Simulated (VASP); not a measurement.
**TiH2: single point with r2SCAN**

Crystal: TiH2.

```xyz
3
Lattice="-1.4688 1.4688 2.3042 1.4688 -1.4688 2.3042 1.4688 1.4688 -2.3042" Properties=species:S:1:pos:R:3 pbc="T T T"
Ti    0.0000    0.0000    0.0000
H     0.0000    1.4688    1.1521
H     1.4688    0.0000    1.1521
```

This cell differs from its parent crystal: strain -0.080 along x and y, +0.080 along z.

```
Program             : VASP 6.6.1
Task                : single point
Functional          : r2SCAN
Potentials or basis : VASP PAW PBE potentials, release 64 (Ti_sv, H)
Cutoff              : 520 eV
k mesh              : 20 × 20 × 20
Occupations         : gaussian, width 0.15 eV
Spin                : no spin polarisation
```

* Pressure: 12.2 GPa
* Band gap on the k mesh: zero (bands 7 and 8 overlap by 0.49 eV)

Stress tensor (GPa, compression positive):
```
12.95  0.00  0.00
 0.00 12.95  0.00
 0.00  0.00 10.66
```

Levels at points of the mesh, in eV from the Fermi level:
| k point | band 4 | band 5 | band 6 | band 7 | band 8 | band 9 | band 10 | band 11 |
| --- | --- | --- | --- | --- | --- | --- | --- | --- |
| (0.00, 0.00, 0.00) | -34.53 | -11.71 | -0.79 | 0.01 | 0.01 | 0.39 | 1.10 | 2.25 |
| (0.50, 0.00, 0.00) | -34.57 | -8.23 | -5.79 | -0.64 | 0.33 | 2.55 | 2.74 | 5.61 |
| (0.50, 0.50, 0.00) | -34.76 | -7.06 | -5.32 | -3.45 | 2.45 | 2.60 | 3.14 | 7.64 |
| (0.50, 0.50, 0.50) | -34.66 | -6.77 | -6.22 | -3.63 | 2.81 | 2.81 | 2.91 | 7.08 |

Wall time 18 min on 1 thread of AMD EPYC 7R13 (shared host), peak memory 0.27 GiB.

Caveat: the cell differs from its parent crystal (strain -0.080 along x and y, +0.080 along z); the cell stands under pressure; the PAW data sets were made with another functional, which shifts forces and pressure a little.
